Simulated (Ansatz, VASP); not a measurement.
## GaN in VASP and in Ansatz

POSCAR

```
GaN
1.0
    0.0000000000      2.2489526566      2.2489526566
    2.2489526566      0.0000000000      2.2489526566
    2.2489526566      2.2489526566      0.0000000000
Ga N
1 1
Direct
    0.0000000000      0.0000000000      0.0000000000
    0.2500000000      0.2500000000      0.2500000000
```

INCAR.step1

```
ALGO = Normal ; EDIFF = 1E-5
ENCUT = 520 ; GGA = PE
ISIF = 2 ; ISMEAR = 0
LASPH = T ; LCHARG = F
LREAL = F ; LWAVE = T
NBANDS = 16 ; NELM = 60
PREC = Accurate ; SIGMA = 0.01
```

Contents of INCAR.step2:

```
AEXX = 0.25 ; ALGO = Normal
EDIFF = 1E-6 ; ENCUT = 520
GGA = PE ; ISIF = 2
ISMEAR = 0 ; ISTART = 1
LASPH = T ; LCHARG = F
LHFCALC = T ; LREAL = F
LWAVE = F ; NBANDS = 16
NELM = 60 ; PREC = Accurate
PRECFOCK = Normal ; SIGMA = 0.01
```

The input KPOINTS:

```
k-points
0
Gamma
  6 6 6
```

Input for Ansatz:

```yaml
crystal:
  lattice:
    - [0.0, 2.2489526566, 2.2489526566]
    - [2.2489526566, 0.0, 2.2489526566]
    - [2.2489526566, 2.2489526566, 0.0]
  atoms:
    - { symbol: Ga, position: [0.0, 0.0, 0.0] }
    - { symbol: "N", position: [0.25, 0.25, 0.25] }
kpoints:
  mp_grid: { grid: [6, 6, 6] }
  band_path:
    path:
      - [0.0, 0.0, 0.0]
      - [-0.5, -0.5, 0.0]
      - [-0.375, -0.375, 0.25]
      - [-0.375, 0.0, 0.375]
      - [0.0, 0.0, 0.5]
      - [-0.5, -0.25, 0.25]
    npoints: 1
hamiltonian:
  xc: pbe0
scf:
  occupations: { method: fixed }
  n_extra_bands: 4
output:
  forces: true
  stress: true
  eigenvalues: true
```

Alike in both runs: task single point; functional PBE0; k mesh 6 × 6 × 6; no spin polarisation.

```csv
,VASP,Ansatz
version,VASP 6.6.1,Ansatz 0.2.0
potentials or method,"VASP PAW PBE potentials, release 64 (Ga_d, N)","plane waves, PAW"
plane-wave cutoff (eV),520,420
occupations,"gaussian, width 0.01 eV",fixed
valence electrons in the cell,18,18
```

Ansatz gave:

| Property | Result |
| --- | --- |
| gap on the k mesh at the Fermi level (eV) | 3.70 |
| pressure (GPa) | -0.2 |

Question: Which values does VASP return?

Answer: gap on the k mesh at the Fermi level (eV): 3.75; pressure (GPa): -0.2.

Ansatz's warnings: stress exchange threshold loose, stress scf threshold loose.
